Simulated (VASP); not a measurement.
# SiO2 (Pnnm) in VASP: further runs

Runs on SiO2. Level: PBE. Tasks: single point.

Everything below comes from runs of VASP 6.6.1. Logs are shortened: lines on timing, memory, paths and dates and some standing lists are left out, and cuts for length are marked.

## (1) The cell of the first run

It takes space group Pnnm (No. 58, orthorhombic). The conventional cell has a = 3.939 Å, b = 4.236 Å, c = 2.690 Å, α = 90.00°, β = 90.00°, γ = 90.00°. Si (site symmetry 2/m) has 6 O at 1.75 to 1.78 Å within 2.3 Å. Within 2.3 Å of O (site symmetry m) lie 3 Si at 1.75 to 1.78 Å and 1 O at 2.23 Å.

## (2) Single point, PBE (atoms displaced along a vibrational mode, the cell strained)

File INCAR:

```
ALGO = Normal
EDIFF = 1E-7
ENCUT = 520
GGA = PE
ISIF = 2
ISMEAR = 0
LASPH = True
LCHARG = False
LREAL = False
LWAVE = False
NBANDS = 25
NELM = 100
PREC = Accurate
SIGMA = 0.05
```

File KPOINTS:

```
k-points
0
Gamma
  6 6 8
```

File POSCAR:

```
SiO2
1.0
    4.2358788266      0.0000000000      0.0000000000
    0.0000000000      3.9393673087      0.0000000000
    0.0000000000      0.0000000000      2.6897743046
Si O
2 4
Direct
    0.5000000000      0.5000000000      0.5000000000
    0.0000000000      0.0000000000      0.0000000000
    0.6836979468      0.7023276386      0.0000000000
    0.1836979468      0.7976723614      0.5000000000
    0.3163020532      0.2976723614      0.0000000000
    0.8163020532      0.2023276386      0.5000000000
```

Potentials or basis: VASP PAW PBE potentials, release 64 (Si, O).

On the command line:

```
cat potpaw_PBE.64/Si/POTCAR potpaw_PBE.64/O/POTCAR > POTCAR
mpirun -np 1 vasp_std > vasp.out
```

OUTCAR:

```text
EDIFF = 1E-7
   ENCUT = 520
   GGA = PE
   ISIF = 2
   ISMEAR = 0
   LASPH = True
   LREAL = False
   NELM = 100
   PREC = Accurate

 ion  position               nearest neighbor table
   1  0.500  0.500  0.500-   3 1.75   5 1.75   3 1.75   5 1.75   4 1.78   6 1.78
   2  0.000  0.000  0.000-   4 1.75   6 1.75   4 1.75   6 1.75   5 1.78   3 1.78
   3  0.684  0.702  0.000-   1 1.75   1 1.75   2 1.78
   4  0.184  0.798  0.500-   2 1.75   2 1.75   1 1.78
   5  0.316  0.298  0.000-   1 1.75   1 1.75   2 1.78
   6  0.816  0.202  0.500-   2 1.75   2 1.75   1 1.78

  LATTYP: Found a simple orthorhombic cell.
 ALAT       =     2.6897743046
 B/A-ratio  =     1.4645716936
 C/A-ratio  =     1.5748082727

  Lattice vectors:

 A1 = (   0.0000000000,   0.0000000000,  -2.6897743046)
 A2 = (   0.0000000000,   3.9393673087,   0.0000000000)
 A3 = (   4.2358788266,   0.0000000000,   0.0000000000)

Analysis of symmetry for initial positions (statically):
=====================================================================
 Subroutine PRICEL returns:
 Original cell was already a primitive cell.

 Routine SETGRP: Setting up the symmetry group for a
 simple orthorhombic supercell.

 Subroutine GETGRP returns: Found  8 space group operations
 (whereof  4 operations were pure point group operations)
 out of a pool of  8 trial point group operations.

The static configuration has the point symmetry C_2h.
 The point group associated with its full space group is D_2h.

Analysis of symmetry for dynamics (positions and initial velocities):
=====================================================================
 Subroutine PRICEL returns:
 Original cell was already a primitive cell.

 Routine SETGRP: Setting up the symmetry group for a
 simple orthorhombic supercell.

 Subroutine GETGRP returns: Found  8 space group operations
 (whereof  4 operations were pure point group operations)
 out of a pool of  8 trial point group operations.

The dynamic configuration has the point symmetry C_2h.
 The point group associated with its full space group is D_2h.

 Subroutine INISYM returns: Found  8 space group operations
 (whereof  4 operations are pure point group operations),
 and found     1 'primitive' translations

----------------------------------------------------------------------------------------

                                     Primitive cell

  volume of cell :      44.8834

  direct lattice vectors                    reciprocal lattice vectors
     4.235878827  0.000000000  0.000000000     0.236078519  0.000000000  0.000000000
     0.000000000  3.939367309  0.000000000     0.000000000  0.253847870  0.000000000
     0.000000000  0.000000000  2.689774305     0.000000000  0.000000000  0.371778405

  length of vectors
     4.235878827  3.939367309  2.689774305     0.236078519  0.253847870  0.371778405

  position of ions in fractional coordinates (direct lattice)
     0.500000000  0.500000000  0.500000000
     0.000000000  0.000000000  0.000000000
     0.683697947  0.702327639  0.000000000
     0.183697947  0.797672361  0.500000000
     0.316302053  0.297672361  0.000000000
     0.816302053  0.202327639  0.500000000

  ion indices of the primitive-cell ions
   primitive index   ion index
                 1           1
                 2           2
                 3           3
                 4           4
                 5           5
                 6           6

----------------------------------------------------------------------------------------

 KPOINTS: k-points

Automatic generation of k-mesh.
 Grid dimensions read from file:
 generate k-points for:    6    6    8

 Generating k-lattice:

  Cartesian coordinates                     Fractional coordinates (reciprocal lattice)
     0.039346420  0.000000000  0.000000000     0.166666667  0.000000000  0.000000000
     0.000000000  0.042307978  0.000000000     0.000000000  0.166666667  0.000000000
     0.000000000  0.000000000  0.046472301     0.000000000  0.000000000  0.125000000

  Length of vectors
     0.039346420  0.042307978  0.046472301

  Shift w.r.t. Gamma in fractional coordinates (k-lattice)
     0.000000000  0.000000000  0.000000000

 Subroutine IBZKPT returns following result:
 ===========================================

 Found     80 irreducible k-points:

 Following reciprocal coordinates:
            Coordinates               Weight
  0.000000  0.000000  0.000000      1.000000
  0.166667  0.000000  0.000000      2.000000
  0.333333  0.000000  0.000000      2.000000
  0.500000  0.000000  0.000000      1.000000
  0.000000  0.166667  0.000000      2.000000
  0.166667  0.166667  0.000000      4.000000
[... 16 lines left out ...]
  0.333333  0.166667  0.125000      8.000000
  0.500000  0.166667  0.125000      4.000000
 [... further k-points ...]
   k-points           NKPTS =     80   k-points in BZ     NKDIM =     80   number of bands    NBANDS=     25
   number of dos      NEDOS =    301   number of ions     NIONS =      6
   total plane-waves  NPLWV =  19200
   dimension x,y,z NGX =    32 NGY =   30 NGZ =   20
   dimension x,y,z NGXF=    64 NGYF=   60 NGZF=   40
   ions per type =               2   4
   NGX,Y,Z   is equivalent  to a cutoff of  12.56, 12.66, 12.36 a.u.
   NGXF,Y,Z  is equivalent  to a cutoff of  25.12, 25.32, 24.72 a.u.
 SYSTEM =  unknown system
   PREC   = accura    normal or accurate (medium, high low for compatibility)
   ISTART =      0    job   : 0-new  1-cont  2-samecut
   ICHARG =      2    charge: 1-file 2-atom 10-const
   ISPIN  =      1    spin polarized calculation?
   LNONCOLLINEAR =      F non collinear calculations
   LSORBIT =      F    spin-orbit coupling
   LASPH  =      T    aspherical Exc in radial PAW
   ENCUT  =  520.0 eV  38.22 Ry    6.18 a.u.   7.88  7.32  5.00*2*pi/ulx,y,z
   NELM   =    100;   NELMIN=  2; NELMDL= -5     # of ELM steps
   EDIFF  = 0.1E-06   stopping-criterion for ELM
   LREAL  =      F    real-space projection
   EDIFFG = 0.1E-05   stopping-criterion for IOM
   NSW    =      0    number of steps for IOM
   IBRION =     -1    ionic relax: 0-MD 1-quasi-New 2-CG
   NFREE  =      0    steps in history (QN), initial steepest desc. (CG)
   ISIF   =      2    stress and relaxation
   ISYM   =      2    0-nonsym 1-usesym 2-fastsym
   POTIM  = 0.5000    time-step for ionic-motion
   TEBEG  =    0.0;   TEEND  =   0.0 temperature during run
   PSTRESS=    0.0 pullay stress
   NELECT =      32.0000    total number of electrons
   NUPDOWN=      -1.0000    fix difference up-down
   EMIN   =  10.00;   EMAX   =-10.00  energy-range for DOS
   EFERMI =   0.00;   METHOD = LEGACY
   ISMEAR =     0;   SIGMA  =   0.05  broadening in eV -4-tet -1-fermi 0-gaus
   EFERMI_NEDOS =   21; number of points for ismear=-14 and -15
   IALGO  =     38    algorithm
   IMIX   =      4    mixing-type and parameters
     AMIX     =   0.40;   BMIX     =  1.00
     AMIX_MAG =   1.60;   BMIX_MAG =  1.00
  volume/ion in A,a.u.               =       7.48        50.48
  Fermi-wavevector in a.u.,A,eV,Ry     =   1.462501  2.763726 29.101631  2.138910
  Thomas-Fermi vector in A             =   2.578707
   LORBIT       =      0    0 simple, 1 ext, 2 COOP (PROOUT), +10 PAW based schemes
   GGA     = PE    functional components
   LHFCALC =     F    Hartree Fock is set to
   AEXX    =    0.0000 exact exchange contribution
   IVDW    =     0    specifies the selected vdW correction
   LEPSILON=     F    determine dielectric tensor
   LRPA    =     F    only Hartree local field effects (RPA)
 non-spin polarized calculation
 Gauss-broadening in eV      SIGMA  =   0.05
  energy-cutoff  :      520.00
  volume of cell :       44.88
 maximum number of plane-waves:      1230
 NGX is ok and might be reduce to    32
   NGX = 15   NGY = 15   NGZ = 11

 number of electron      31.9999989 magnetization

 Free energy of the ion-electron system (eV)
  ---------------------------------------------------
  ext. energy  EPLUGINS =         0.00000000
  ---------------------------------------------------
  free energy    TOTEN  =       -45.94324084 eV

  energy without entropy =      -45.94324084  energy(sigma->0) =      -45.94324084

 E-fermi :   8.9220     XC(G=0): -12.4796

 val. band max:        8.6823765251   @ k =   0.0000   0.0000   0.0000
 cond. band min:      14.8858302681   @ k =   0.0000   0.0000   0.0000
 fundamental gap:      6.2034537430
 Fermi energy:         8.9219659940

 k-point     1 :       0.0000    0.0000    0.0000
  band No.  band energies     occupation
      1     -14.1475      2.00000
      2     -10.4596      2.00000
      3     -10.0292      2.00000
      4      -9.9580      2.00000
      5      -2.1551      2.00000
      6       2.2887      2.00000
[... 17 lines left out ...]
     24      23.8366      0.00000
     25      24.6865      0.00000

 k-point     2 :       0.1667    0.0000    0.0000
  band No.  band energies     occupation
      1     -14.0026      2.00000
      2     -11.1261      2.00000
      3      -9.8939      2.00000
      4      -9.6393      2.00000
      5      -1.9585      2.00000
      6       1.6631      2.00000
[... 17 lines left out ...]
     24      23.1076      0.00000
     25      24.4198      0.00000

 k-point     3 :       0.3333    0.0000    0.0000
  band No.  band energies     occupation
      1     -13.5776      2.00000
      2     -12.0494      2.00000
      3      -9.7257      2.00000
      4      -9.4486      2.00000
      5      -1.3979      2.00000
      6       0.5082      2.00000
[... 552 lines left out ...]
 k-point    23 :       0.3333    0.1667    0.1250
  band No.  band energies     occupation
      1     -13.2356      2.00000
      2     -11.8329      2.00000
      3      -9.9946      2.00000
      4      -9.5151      2.00000
      5      -1.0079      2.00000
      6       0.5890      2.00000
[... 17 lines left out ...]
     24      22.3552      0.00000
     25      23.6188      0.00000

 k-point    24 :       0.5000    0.1667    0.1250
  band No.  band energies     occupation
      1     -12.6069      2.00000
      2     -12.6069      2.00000
      3      -9.7274      2.00000
      4      -9.7274      2.00000
      5      -0.1993      2.00000
      6      -0.1993      2.00000
[... 17 lines left out ...]
     24      21.5819      0.00000
     25      23.5371      0.00000

 [... further k-points ...]

------------------------ aborting loop because EDIFF is reached ----------------------------------------

  FORCE on cell =-STRESS in cart. coord.  units (eV):
  Direction    XX          YY          ZZ          XY          YZ          ZX
  --------------------------------------------------------------------------------------
  -------------------------------------------------------------------------------------
  Total        4.8652431     10.5144194      4.3872611      0.0000000      0.0000000      0.0000000
  in kB      173.6717923    375.3271957    156.6095414      0.0000000      0.0000000      0.0000000
  external PRESSURE =     235.2028432 kB  Pullay stress =       0.0000000 kB

 VOLUME and BASIS-vectors are now :
 -----------------------------------------------------------------------------
  energy-cutoff  :      520.00
  volume of cell :       44.88
      direct lattice vectors                 reciprocal lattice vectors
     4.235878827  0.000000000  0.000000000     0.236078519  0.000000000  0.000000000
     0.000000000  3.939367309  0.000000000     0.000000000  0.253847870  0.000000000
     0.000000000  0.000000000  2.689774305     0.000000000  0.000000000  0.371778405

 POSITION                                       TOTAL-FORCE (eV/Angst)
 -----------------------------------------------------------------------------------
      2.11794      1.96968      1.34489         0.000000      0.000000      0.000000
      0.00000      0.00000      0.00000         0.000000      0.000000      0.000000
      2.89606      2.76673      0.00000         0.458057      0.607905      0.000000
      0.77812      3.14232      1.34489         0.458057     -0.607905      0.000000
      1.33982      1.17264      0.00000        -0.458057     -0.607905      0.000000
      3.45776      0.79704      1.34489        -0.458057      0.607905      0.000000
 -----------------------------------------------------------------------------------
    total drift:                                0.000000     -0.000000      0.000000

  FREE ENERGIE OF THE ION-ELECTRON SYSTEM (eV)
  ---------------------------------------------------
  free  energy   TOTEN  =       -45.9432408420 eV

  energy  without entropy=      -45.9432408420  energy(sigma->0) =      -45.94324084
```

Run time: 32 s. Hardware: 1 thread of AMD EPYC 9R45 (Zen 5), shared host; peak memory 0.16 GiB.

What came out:

```
Free energy            : -45.9432 eV
Pressure               : 23.5 GPa
Largest force          : 0.761 eV/Å
Band gap on the k mesh : 6.20 eV
```

Forces in eV/Å, atoms in the order of the input:
```
Si   0.000  0.000  0.000
Si   0.000  0.000  0.000
O    0.458  0.608  0.000
O    0.458 -0.608  0.000
O   -0.458 -0.608  0.000
O   -0.458  0.608  0.000
```

Levels at points of the mesh, in eV from the valence-band top:
```
           k point  band 13  band 14  band 15  band 16  band 17  band 18  band 19  band 20
(0.00, 0.00, 0.00)    -2.63    -1.00    -0.43     0.00     6.20     6.44     8.15     8.92
(0.50, 0.00, 0.00)    -2.70    -2.70    -0.88    -0.88     7.97     7.97     9.30     9.30
(0.00, 0.50, 0.00)    -2.89    -2.89    -1.07    -1.07     7.93     7.93     8.91     8.91
(0.50, 0.50, 0.00)    -2.62    -2.62    -2.09    -2.09     7.62     7.62    10.06    10.06
(0.00, 0.00, 0.50)    -3.20    -3.20    -2.64    -2.64     9.75     9.75    12.97    12.97
(0.50, 0.00, 0.50)    -2.18    -2.18    -2.06    -2.06     8.82     8.82    10.46    10.46
(0.00, 0.50, 0.50)    -2.13    -2.13    -1.35    -1.35     9.83     9.83    10.76    10.76
(0.50, 0.50, 0.50)    -1.69    -1.69    -1.45    -1.45     7.95     7.95    10.91    10.91
```

Caveat: the cell differs from its parent crystal (atoms displaced along a vibrational mode, the cell strained); the cell stands under pressure. A k mesh can miss the band edges.

[end of part 1 of 2]
